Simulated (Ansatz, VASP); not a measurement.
## One calculation of Cs2Au, two programs

```
Cs Au
1.0
     4.79198    0.00000    0.00000
    -2.39599    4.14998    0.00000
     0.00000    0.00000    5.31086
Cs Au
2 1
Direct
  0.33333 0.66667 0.50000
  0.66667 0.33333 0.50000
  0.00000 0.00000 0.00000
```

Change from the starting cell: species swapped into the HfB2 type (P6/mmm, No. 191).

Alike in both runs: task single point; functional PBE; k mesh 6 × 6 × 4; occupations gaussian, width 0.1 eV; no spin polarisation.

|  | VASP | Ansatz |
| --- | --- | --- |
| version | VASP 6.6.1 | Ansatz 0.2.0 |
| potentials or method | VASP PAW PBE potentials, release 64 (Cs_sv, Au), cutoff 520 eV | scalar-relativistic, plane waves, PAW |
| valence electrons in the cell | 29 | 37 |

```tsv
	VASP	Ansatz	Ansatz less VASP
gap on the k mesh at the Fermi level (eV)	none	none	-
pressure (GPa)	17.9	17.3	-0.60
traceless stress, the component that is largest in VASP (GPa)	-21.72	-21.18	+0.537
```

A gap of «none» marks a metal or a gap that the smearing closes. With one functional, cell and mesh, what is left measures potentials, basis and numerics. VASP's potentials hold 29 valence electrons a cell and Ansatz's 37, so a difference there can come from the potentials and not from the codes.

Neither program's run includes spin-orbit coupling.
